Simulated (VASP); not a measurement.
The system is BeAg2F6.

```xyz
9
Lattice="0.0000 3.6411 3.6411 3.6411 0.0000 3.6411 3.6411 3.6411 0.0000" Properties=species:S:1:pos:R:3 pbc="T T T"
Be    0.0000    0.0000    0.0000
Ag    1.8206    1.8206    1.8206
Ag    5.4617    5.4617    5.4617
F     1.8206    3.6411    3.6411
F     3.6411    1.8206    3.6411
F     5.4617    3.6411    3.6411
F     3.6411    5.4617    3.6411
F     3.6411    3.6411    1.8206
F     3.6411    3.6411    5.4617
```

* Program: VASP 6.6.1
* Task: relaxation of cell and atoms
* Functional: PBE
* Potentials or basis: VASP PAW PBE potentials, release 64 (Be, Ag, F)
* Cutoff: 600 eV
* k mesh: 4 × 4 × 4
* Occupations: gaussian, width 0.1 eV
* Spin: collinear spin, ferromagnetic start
* Starting moments: [0.0, 1.0, 1.0, 0.0, 0.0, 0.0, 0.0, 0.0, 0.0] μB

At the start: pressure -2.9 GPa; volume 10.73 Å³/atom.

**Question.** Where does the relaxation end?

**Answer.** Over 5 steps the energy falls by 51.9 meV/atom and the volume is 10.91 Å³/atom (+1.7 %); space group Fm-3m (No. 225, to 0.05 Å); moment 2.00 μB per cell.

Step by step:
```tsv
step	energy change (eV)	largest force (eV/Å)	pressure (GPa)	volume (Å³)
1	0.0000	1.4778	-2.95	96.55
2	-0.4008	0.3132	2.62	93.82
3	-0.4064	0.1299	3.59	93.46
4	-0.4579	0.0518	1.20	96.40
5	-0.4667	0.0132	0.05	98.17
```

Final structure:
```cif
data_structure
_symmetry_space_group_name_H-M 'P 1'
_symmetry_Int_Tables_number 1
_cell_length_a 5.1780
_cell_length_b 5.1780
_cell_length_c 5.1780
_cell_angle_alpha 60.000
_cell_angle_beta 60.000
_cell_angle_gamma 60.000
_cell_volume 98.17
loop_
_atom_site_label
_atom_site_type_symbol
_atom_site_fract_x
_atom_site_fract_y
_atom_site_fract_z
_atom_site_occupancy
Be1 Be 0.00000 0.00000 0.00000 1
Ag1 Ag 0.25000 0.25000 0.25000 1
Ag2 Ag 0.75000 0.75000 0.75000 1
F1 F 0.76437 0.23563 0.23563 1
F2 F 0.23563 0.76437 0.23563 1
F3 F 0.23563 0.76437 0.76437 1
F4 F 0.76437 0.23563 0.76437 1
F5 F 0.23563 0.23563 0.76437 1
F6 F 0.76437 0.76437 0.23563 1
```

Caveat: the k points lie up to 0.37 Å⁻¹ apart in the final cell.
